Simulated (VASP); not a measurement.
# Hg (Fd-3m) in VASP: further runs, part 2 of 2

VASP 6.6.1. The steps go on from the part before.

### Step 3. Single point, PBE

INCAR

```
  PREC = Accurate
  ENCUT = 520
  EDIFF = 1E-6
  ISMEAR = -1
  SIGMA = 0.06122561905347299
  LREAL = False
  LASPH = True
  NELM = 80
  ALGO = Normal
  ISIF = 2
  LWAVE = False
  LCHARG = True
  GGA = PE
  LELF = True
  LVHAR = True
  NBANDS = 19
```

KPOINTS

```
Automatic mesh
0
Gamma
  13 13 13
```

POSCAR

```
Hg
1.0
    0.0000000000      3.8115541087      3.8115541087
    3.8115541087      0.0000000000      3.8115541087
    3.8115541087      3.8115541087      0.0000000000
Hg
2
Direct
    0.0000000000      0.0000000000      0.0000000000
    0.2500000000      0.2500000000      0.2500000000
```

Potentials or basis: VASP PAW PBE potentials, release 64 (Hg).

The run is started by

```sh
$ cat potpaw_PBE.64/Hg/POTCAR > POTCAR
$ mpirun -np 1 vasp_std > vasp.out
```

Run time: 3.7 min. Hardware: 1 thread of Intel Xeon 8259CL, shared host; peak memory 0.33 GiB.

It converged, with:

- Free energy: -0.2155 eV
- Pressure: 0.0 GPa
- Band gap on the k mesh: 0.34 eV (least direct gap 2.89 eV)

Levels at points of the mesh, in eV from the valence-band top:
```tsv
k point	band 10	band 11	band 12	band 13	band 14	band 15
(0.00, 0.00, 0.00)	-6.38	-6.00	0.00	3.39	3.39	3.39
```

Caveat: spin-orbit coupling is left out, which moves the levels of the heavy elements; an odd mesh through Γ misses points on the zone boundary, where band edges can lie.

### Step 4. Single point, PBE

This run uses another cell than the first one, of 56.50 Å³/atom.

INCAR

```
  ALGO = Normal
  EDIFF = 1E-6
  ENCUT = 520
  GGA = PE
  ISIF = 2
  ISMEAR = -1
  LASPH = True
  LCHARG = False
  LREAL = False
  LWAVE = False
  NBANDS = 19
  NELM = 80
  PREC = Accurate
  SIGMA = 0.06122561905347299
```

KPOINTS

```
k-points
0
Gamma
  13 13 13
```

POSCAR

```
Hg
1.0
    0.0000000000      3.8373086339      3.8373086339
    3.8373086339      0.0000000000      3.8373086339
    3.8373086339      3.8373086339      0.0000000000
Hg
2
Direct
    0.0000000000      0.0000000000      0.0000000000
    0.2500000000      0.2500000000      0.2500000000
```

Potentials or basis: VASP PAW PBE potentials, release 64 (Hg).

The run is started by

```sh
$ cat potpaw_PBE.64/Hg/POTCAR > POTCAR
$ mpirun -np 1 vasp_std > vasp.out
```

OUTCAR:

```text
EDIFF = 1E-6
   ENCUT = 520
   GGA = PE
   ISIF = 2
   ISMEAR = -1
   LASPH = True
   LREAL = False
   NELM = 80
   PREC = Accurate

 ion  position               nearest neighbor table
   1  0.000  0.000  0.000-   2 3.32   2 3.32   2 3.32   2 3.32
   2  0.250  0.250  0.250-   1 3.32   1 3.32   1 3.32   1 3.32

  LATTYP: Found a face centered cubic cell.
 ALAT       =     7.6746172678

  Lattice vectors:

 A1 = (   0.0000000000,   3.8373086339,   3.8373086339)
[... 712 lines left out ...]

 [... further k-points ...]

------------------------ aborting loop because EDIFF is reached ----------------------------------------

  FORCE on cell =-STRESS in cart. coord.  units (eV):
  Direction    XX          YY          ZZ          XY          YZ          ZX
  --------------------------------------------------------------------------------------
  -------------------------------------------------------------------------------------
  Total       -0.0118348     -0.0118348     -0.0118348     -0.0000000      0.0000000     -0.0000000
  in kB       -0.1677879     -0.1677879     -0.1677879     -0.0000000      0.0000000     -0.0000000
  external PRESSURE =      -0.1677879 kB  Pullay stress =       0.0000000 kB

 VOLUME and BASIS-vectors are now :
 -----------------------------------------------------------------------------
  energy-cutoff  :      520.00
  volume of cell :      113.01
      direct lattice vectors                 reciprocal lattice vectors
     0.000000000  3.837308634  3.837308634    -0.130299657  0.130299657  0.130299657
     3.837308634  0.000000000  3.837308634     0.130299657 -0.130299657  0.130299657
     3.837308634  3.837308634  0.000000000     0.130299657  0.130299657 -0.130299657

 POSITION                                       TOTAL-FORCE (eV/Angst)
 -----------------------------------------------------------------------------------
      0.00000      0.00000      0.00000        -0.000000     -0.000000     -0.000000
      1.91865      1.91865      1.91865         0.000000      0.000000      0.000000
 -----------------------------------------------------------------------------------
    total drift:                               -0.000000     -0.000000      0.000000

  FREE ENERGIE OF THE ION-ELECTRON SYSTEM (eV)
  ---------------------------------------------------
  free  energy   TOTEN  =        -0.2160965703 eV

  energy  without entropy=       -0.2158690960  energy(sigma->0) =       -0.21598283
```

OSZICAR:

```text
N       E                     dE             d eps       ncg     rms          rms(c)
DAV:   1     0.158910656771E+03    0.15891E+03   -0.10660E+04  3200   0.106E+03
DAV:   2     0.515622253572E+01   -0.15375E+03   -0.14580E+03  3337   0.269E+02
DAV:   3    -0.203761092744E+00   -0.53600E+01   -0.53454E+01  3632   0.537E+01
DAV:   4    -0.220121233746E+00   -0.16360E-01   -0.16358E-01  3396   0.328E+00
DAV:   5    -0.220206644917E+00   -0.85411E-04   -0.85411E-04  3490   0.194E-01    0.111E+00
DAV:   6    -0.215216584129E+00    0.49901E-02   -0.20384E-02  3426   0.122E+00    0.920E-01
DAV:   7    -0.215737343120E+00   -0.52076E-03   -0.30112E-03  3362   0.394E-01    0.466E-01
DAV:   8    -0.216072952563E+00   -0.33561E-03   -0.39926E-04  3306   0.172E-01    0.149E-02
DAV:   9    -0.216093507662E+00   -0.20555E-04   -0.15957E-05  3491   0.305E-02    0.657E-03
DAV:  10    -0.216096643577E+00   -0.31359E-05   -0.49434E-06  3282   0.165E-02    0.742E-04
DAV:  11    -0.216096570346E+00    0.73232E-07   -0.88995E-08  2430   0.261E-03
   1 F= -.21609657E+00 E0= -.21598283E+00  d E =-.227474E-03
```

stdout:

```text
POSCAR found type information on POSCAR Hg
 POSCAR found :  1 types and       2 ions
 scaLAPACK will be used
 LDA part: xc-table for (Slater+PW92), standard interpolation
 POSCAR, INCAR and KPOINTS ok, starting setup
 FFT: planning ... GRIDC
 FFT: planning ... GRID_SOFT
 FFT: planning ... GRID
 WAVECAR not read
 entering main loop
```

Wall time 3 min (1 thread of Intel Xeon 8259CL, shared host); peak memory 0.33 GiB.

Results:

```
Free energy            : -0.2161 eV
Pressure               : 0.0 GPa
Band gap on the k mesh : 0.47 eV (least direct gap 2.94 eV)
```

Levels at points of the mesh, in eV from the valence-band top:
```
           k point  band 9  band 10  band 11  band 12  band 13  band 14  band 15  band 16
(0.00, 0.00, 0.00)   -6.27    -6.27    -5.83     0.00     3.45     3.45     3.45     4.74
```

Caveat: spin-orbit coupling is left out, which moves the levels of the heavy elements; an odd mesh through Γ misses points on the zone boundary, where band edges can lie.

### Step 5. Single point, PBE

This run uses another cell than the first one, of 56.50 Å³/atom.

INCAR

```
SYSTEM = Hg
  ALGO = Normal
  EDIFF = 1E-7
  ENCUT = 520
  GGA = PE
  ISIF = 2
  ISMEAR = -1
  LASPH = .TRUE.
  LCHARG = .FALSE.
  LREAL = .FALSE.
  LWAVE = .FALSE.
  NBANDS = 19
  NELM = 100
  PREC = Accurate
  SIGMA = 0.06122561905347299
```

KPOINTS

```
k-points
0
G
  13 13 13
  0 0 0
```

POSCAR is that of step 4.

Potentials or basis: VASP PAW PBE potentials, release 64 (Hg).

The run is started by

```sh
$ cat potpaw_PBE.64/Hg/POTCAR > POTCAR
$ mpirun -np 1 vasp_std > vasp.out
```

OUTCAR:

```text
SYSTEM = Hg
   EDIFF = 1E-7
   ENCUT = 520
   GGA = PE
   ISIF = 2
   ISMEAR = -1
   LASPH = .TRUE.
   LREAL = .FALSE.
   NELM = 100
   PREC = Accurate

 ion  position               nearest neighbor table
   1  0.000  0.000  0.000-   2 3.32   2 3.32   2 3.32   2 3.32
   2  0.250  0.250  0.250-   1 3.32   1 3.32   1 3.32   1 3.32

  LATTYP: Found a face centered cubic cell.
 ALAT       =     7.6746172678

  Lattice vectors:

 A1 = (   0.0000000000,   3.8373086339,   3.8373086339)
 A2 = (   3.8373086339,   0.0000000000,   3.8373086339)
 A3 = (   3.8373086339,   3.8373086339,   0.0000000000)

Analysis of symmetry for initial positions (statically):
=====================================================================
 Subroutine PRICEL returns:
 Original cell was already a primitive cell.

 Routine SETGRP: Setting up the symmetry group for a
 face centered cubic supercell.

 Subroutine GETGRP returns: Found 48 space group operations
 (whereof 24 operations were pure point group operations)
 out of a pool of 48 trial point group operations.

The static configuration has the point symmetry T_d .
 The point group associated with its full space group is O_h .

[... 157 lines left out ...]

  energy without entropy =       -0.21586910  energy(sigma->0) =       -0.21598283

 E-fermi :  -0.6447     XC(G=0):  -6.3453

 val. band max:       -0.7515863928   @ k =   0.0000   0.0000   0.0000
 cond. band min:      -0.2826249878   @ k =  -0.3077   0.3846   0.0769
 fundamental gap:      0.4689614050
 Fermi energy:        -0.6446586780

 k-point     1 :       0.0000    0.0000    0.0000
  band No.  band energies     occupation
      1      -7.5955      2.00000
      2      -7.5955      2.00000
      3      -7.5955      2.00000
      4      -7.5597      2.00000
      5      -7.5597      2.00000
      6      -7.1053      2.00000
[... 505 lines left out ...]
      6      -7.3255      2.00000
[... 11 lines left out ...]
     18       5.7874      0.00000
     19       7.1418      0.00000

 [... further k-points ...]

------------------------ aborting loop because EDIFF is reached ----------------------------------------

  FORCE on cell =-STRESS in cart. coord.  units (eV):
  Direction    XX          YY          ZZ          XY          YZ          ZX
  --------------------------------------------------------------------------------------
  -------------------------------------------------------------------------------------
  Total       -0.0118305     -0.0118305     -0.0118305      0.0000000      0.0000000     -0.0000000
  in kB       -0.1677270     -0.1677270     -0.1677270      0.0000000      0.0000000     -0.0000000
  external PRESSURE =      -0.1677270 kB  Pullay stress =       0.0000000 kB

 VOLUME and BASIS-vectors are now :
 -----------------------------------------------------------------------------
  energy-cutoff  :      520.00
  volume of cell :      113.01
      direct lattice vectors                 reciprocal lattice vectors
     0.000000000  3.837308634  3.837308634    -0.130299657  0.130299657  0.130299657
     3.837308634  0.000000000  3.837308634     0.130299657 -0.130299657  0.130299657
     3.837308634  3.837308634  0.000000000     0.130299657  0.130299657 -0.130299657

 POSITION                                       TOTAL-FORCE (eV/Angst)
 -----------------------------------------------------------------------------------
      0.00000      0.00000      0.00000        -0.000000      0.000000     -0.000000
      1.91865      1.91865      1.91865         0.000000     -0.000000      0.000000
 -----------------------------------------------------------------------------------
    total drift:                               -0.000000     -0.000000      0.000000

  FREE ENERGIE OF THE ION-ELECTRON SYSTEM (eV)
  ---------------------------------------------------
  free  energy   TOTEN  =        -0.2160965705 eV

  energy  without entropy=       -0.2158690962  energy(sigma->0) =       -0.21598283
```

stdout:

```text
POSCAR found type information on POSCAR Hg
 POSCAR found :  1 types and       2 ions
 scaLAPACK will be used
 LDA part: xc-table for (Slater+PW92), standard interpolation
 POSCAR, INCAR and KPOINTS ok, starting setup
 FFT: planning ... GRIDC
 FFT: planning ... GRID_SOFT
 FFT: planning ... GRID
 WAVECAR not read
 entering main loop
```

It took 3.2 min on 1 thread of Intel Xeon 8259CL, shared host; peak memory 0.33 GiB.

What came out:

* Free energy: -0.2161 eV
* Pressure: 0.0 GPa
* Band gap on the k mesh: 0.47 eV (least direct gap 2.94 eV)

Caveat: spin-orbit coupling is left out, which moves the levels of the heavy elements; an odd mesh through Γ misses points on the zone boundary, where band edges can lie.
